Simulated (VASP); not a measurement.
# AlN (Fm-3m) in VASP: a series of runs, part 2 of 2

VASP 6.6.1. Earlier steps stand in the parts before.

**3. Dielectric tensor, PBEsol**

The input, INCAR:

```
PREC = Accurate
ENCUT = 520
EDIFF = 1E-8
ISMEAR = 0
SIGMA = 0.01
LREAL = False
LASPH = True
NELM = 60
ALGO = Normal
ISIF = 2
LWAVE = False
LCHARG = False
GGA = PS
LEPSILON = True
```

The input, KPOINTS:

```
Automatic mesh
0
Gamma
  11 11 11
```

The input, POSCAR:

```
AlN
1.0
    0.0000000000      2.0345180000      2.0345180000
    2.0345180000      0.0000000000      2.0345180000
    2.0345180000      2.0345180000      0.0000000000
Al N
1 1
Direct
    0.5000000000      0.5000000000      0.5000000000
    0.0000000000      0.0000000000      0.0000000000
```

Potentials or basis: VASP PAW PBE potentials, release 64 (Al, N).

The run is started by

```sh
cat potpaw_PBE.64/Al/POTCAR potpaw_PBE.64/N/POTCAR > POTCAR
mpirun -np 1 vasp_std > vasp.out
```

OUTCAR:

```text
PREC = Accurate
   ENCUT = 520
   EDIFF = 1E-8
   ISMEAR = 0
   LREAL = False
   LASPH = True
   NELM = 60
   ISIF = 2
   GGA = PS
   LEPSILON = True

 ion  position               nearest neighbor table
   1  0.500  0.500  0.500-   2 2.03   2 2.03   2 2.03   2 2.03   2 2.03   2 2.03
   2  0.000  0.000  0.000-   1 2.03   1 2.03   1 2.03   1 2.03   1 2.03   1 2.03

  LATTYP: Found a face centered cubic cell.
 ALAT       =     4.0690360000

  Lattice vectors:

 A1 = (   0.0000000000,   2.0345180000,   2.0345180000)
 A2 = (   2.0345180000,   0.0000000000,   2.0345180000)
 A3 = (   2.0345180000,   2.0345180000,   0.0000000000)

Analysis of symmetry for initial positions (statically):
=====================================================================
 Subroutine PRICEL returns:
 Original cell was already a primitive cell.

 Routine SETGRP: Setting up the symmetry group for a
 face centered cubic supercell.

 Subroutine GETGRP returns: Found 48 space group operations
 (whereof 48 operations were pure point group operations)
 out of a pool of 48 trial point group operations.

The static configuration has the point symmetry O_h .

Analysis of symmetry for dynamics (positions and initial velocities):
=====================================================================
 Subroutine PRICEL returns:
 Original cell was already a primitive cell.

 Routine SETGRP: Setting up the symmetry group for a
 face centered cubic supercell.

 Subroutine GETGRP returns: Found 48 space group operations
 (whereof 48 operations were pure point group operations)
 out of a pool of 48 trial point group operations.

The dynamic configuration has the point symmetry O_h .

 Subroutine INISYM returns: Found 48 space group operations
 (whereof 48 operations are pure point group operations),
 and found     1 'primitive' translations

----------------------------------------------------------------------------------------

                                     Primitive cell

  volume of cell :      16.8428

  direct lattice vectors                    reciprocal lattice vectors
     0.000000000  2.034518000  2.034518000    -0.245758455  0.245758455  0.245758455
     2.034518000  0.000000000  2.034518000     0.245758455 -0.245758455  0.245758455
     2.034518000  2.034518000  0.000000000     0.245758455  0.245758455 -0.245758455

  length of vectors
     2.877242948  2.877242948  2.877242948     0.425666130  0.425666130  0.425666130

  position of ions in fractional coordinates (direct lattice)
     0.500000000  0.500000000  0.500000000
     0.000000000  0.000000000  0.000000000

  ion indices of the primitive-cell ions
   primitive index   ion index
                 1           1
                 2           2

----------------------------------------------------------------------------------------

[... 374 lines left out ...]
      1      -6.0603      2.00000
      2       5.1700      2.00000
      3       7.1598      2.00000
      4       9.1090      2.00000
      5      17.8457      0.00000
      6      19.3545      0.00000
      7      20.5923      0.00000
      8      22.0499      0.00000

 [... further k-points ...]

  FORCE on cell =-STRESS in cart. coord.  units (eV):
  Direction    XX          YY          ZZ          XY          YZ          ZX
  --------------------------------------------------------------------------------------
  -------------------------------------------------------------------------------------
  Total       -0.4792357     -0.4792357     -0.4792357     -0.0000000     -0.0000000     -0.0000000
  in kB      -45.5874287    -45.5874287    -45.5874287     -0.0000000     -0.0000000     -0.0000000
  external PRESSURE =     -45.5874287 kB  Pullay stress =       0.0000000 kB

 VOLUME and BASIS-vectors are now :
 -----------------------------------------------------------------------------
  energy-cutoff  :      520.00
  volume of cell :       16.84
      direct lattice vectors                 reciprocal lattice vectors
     0.000000000  2.034518000  2.034518000    -0.245758455  0.245758455  0.245758455
     2.034518000  0.000000000  2.034518000     0.245758455 -0.245758455  0.245758455
     2.034518000  2.034518000  0.000000000     0.245758455  0.245758455 -0.245758455

 POSITION                                       TOTAL-FORCE (eV/Angst)
 -----------------------------------------------------------------------------------
      2.03452      2.03452      2.03452        -0.000000     -0.000000     -0.000000
      0.00000      0.00000      0.00000         0.000000      0.000000      0.000000
 -----------------------------------------------------------------------------------
    total drift:                                0.000000     -0.000000     -0.000000

  FREE ENERGIE OF THE ION-ELECTRON SYSTEM (eV)
  ---------------------------------------------------
  free  energy   TOTEN  =       -15.4448221443 eV

  energy  without entropy=      -15.4448221443  energy(sigma->0) =      -15.44482214

 HEAD OF MICROSCOPIC STATIC DIELECTRIC TENSOR (INDEPENDENT PARTICLE, excluding Hartree and local field effects)
 ------------------------------------------------------
           5.408766     0.000000     0.000000
           0.000000     5.408766     0.000000
           0.000000    -0.000000     5.408766
 ------------------------------------------------------

 Free energy of the ion-electron system (eV)
  ---------------------------------------------------
  ---------------------------------------------------
  free energy    TOTEN  =        -0.21094525 eV

  energy without entropy =       -0.21094525

------------------------ aborting loop because EDIFF is reached ----------------------------------------

--------------------------------------- Ionic step        2  -------------------------------------------

------------------------ aborting loop because EDIFF is reached ----------------------------------------

--------------------------------------- Ionic step        3  -------------------------------------------

 Free energy of the ion-electron system (eV)
  ---------------------------------------------------
  ---------------------------------------------------
  free energy    TOTEN  =        -0.21094524 eV

  energy without entropy =       -0.21094524

------------------------ aborting loop because EDIFF is reached ----------------------------------------

 PIEZOELECTRIC TENSOR FIELD DIRECTION 3  (e Angst)
 -----------------------------------------------------------------------------
     0.00003  0.00000 -0.00000           ( -0.00001  0.00000 -0.00000)
     0.00000  0.00003  0.00000           (  0.00000 -0.00001  0.00000)
    -0.00000  0.00000 -0.00034           ( -0.00000  0.00000 -0.00001)

 PIEZOELECTRIC TENSOR FIELD DIRECTION 3  (C/m^2)
 -----------------------------------------------------------------------------
     0.00003  0.00000 -0.00000
     0.00000  0.00003  0.00000
    -0.00000  0.00000 -0.00033

 MACROSCOPIC STATIC DIELECTRIC TENSOR (including local field effects in DFT)
 ------------------------------------------------------
           5.217577     0.000000     0.000000
          -0.000000     5.217577    -0.000000
           0.000000     0.000000     5.217577
 ------------------------------------------------------

 PIEZOELECTRIC TENSOR (including local field effects)  for field in x, y, z        (e  Angst)
          XX          YY          ZZ          XY          YZ          ZX
  --------------------------------------------------------------------------------
  x     0.00000     0.00000     0.00000     0.00000     0.00000     0.00000
  y     0.00000     0.00000     0.00000     0.00000     0.00000     0.00000
  z     0.00000     0.00000     0.00000     0.00000     0.00000     0.00000

 PIEZOELECTRIC TENSOR (including local field effects)  for field in x, y, z        (C/m^2)
          XX          YY          ZZ          XY          YZ          ZX
  --------------------------------------------------------------------------------
  x     0.00000     0.00000     0.00000     0.00000     0.00000     0.00000
  y     0.00000     0.00000     0.00000     0.00000     0.00000     0.00000
  z     0.00000     0.00000     0.00000     0.00000     0.00000     0.00000

 BORN EFFECTIVE CHARGES (including local field effects) (in |e|, cummulative output)
 ---------------------------------------------------------------------------------
 ion    1
    1     2.97017    -0.00000     0.00000
    2    -0.00000     2.97017     0.00000
    3    -0.00000    -0.00000     2.97017
 ion    2
    1    -2.97017     0.00000    -0.00000
    2     0.00000    -2.97017    -0.00000
    3     0.00000     0.00000    -2.97017
```

OSZICAR:

```text
N       E                     dE             d eps       ncg     rms          rms(c)
DAV:   1     0.780601922329E+01    0.78060E+01   -0.41863E+03   896   0.923E+02
DAV:   2    -0.166622048789E+02   -0.24468E+02   -0.23069E+02  1280   0.126E+02
DAV:   3    -0.170415061054E+02   -0.37930E+00   -0.37930E+00  1064   0.207E+01
[... 14 lines left out ...]
RMM:   3    -0.201223745082E+00    0.39366E-02   -0.23797E-03  3116   0.403E-01    0.407E-01
RMM:   4    -0.209589000703E+00   -0.83653E-02   -0.35022E-03  3210   0.493E-01    0.545E-02
RMM:   5    -0.210841234061E+00   -0.12522E-02   -0.55177E-05  3265   0.723E-02    0.690E-03
RMM:   6    -0.210903326728E+00   -0.62093E-04   -0.31351E-07  3395   0.640E-03    0.312E-03
RMM:   7    -0.210944038632E+00   -0.40712E-04   -0.80425E-08  3390   0.310E-03    0.180E-04
RMM:   8    -0.210944352281E+00   -0.31365E-06   -0.14663E-10  3266   0.196E-04    0.946E-05
RMM:   9    -0.210945239353E+00   -0.88707E-06    0.14321E-09  2845   0.104E-04    0.562E-06
```

stdout:

```text
POSCAR found type information on POSCAR AlN
 POSCAR found :  2 types and       2 ions
 scaLAPACK will be used
 -----------------------------------------------------------------------------
|                                                                             |
|                                                                             |
|     You enforced a specific xc type in the INCAR file but a different       |
[... 28 lines left out ...]
  Direction:   1
 dielectric tensor                  component  1 :     5.218     1.455     0.434
 Linear response to external field, progress :
  Direction:   2
 dielectric tensor                  component  2 :     1.288     5.218     0.052
 Linear response to external field, progress :
  Direction:   3
 dielectric tensor                  component  3 :     0.270     1.071     5.218
 Born effective charges drift removed
```

Run time: 39 s. Hardware: 1 thread of Intel Xeon Platinum 8488C (Sapphire Rapids), shared host; peak memory 0.17 GiB.

Results:

| Property | Result |
| --- | --- |
| Band gap on the k mesh | 4.50 eV, indirect (least direct gap 5.40 eV) |
| Electronic dielectric tensor (diagonal) | 5.22 |
| Born charges (mean of the diagonal) | Al +2.97; N -2.97 e |

Levels at points of the mesh, in eV from the valence-band top:
```
           k point  band 2  band 3  band 4  band 5  band 6  band 7
(0.00, 0.00, 0.00)    0.00    0.00    0.00    5.40   11.97   11.97
```

Electronic dielectric tensor:
```
5.22 0.00 0.00
0.00 5.22 0.00
0.00 0.00 5.22
```

Born effective charge tensors (e):
atom 1, Al
```
2.97 0.00 0.00
0.00 2.97 0.00
0.00 0.00 2.97
```
atom 2, N
```
-2.97  0.00  0.00
 0.00 -2.97  0.00
 0.00  0.00 -2.97
```

Caveat: the PAW data sets were made with another functional, which shifts forces and pressure a little.
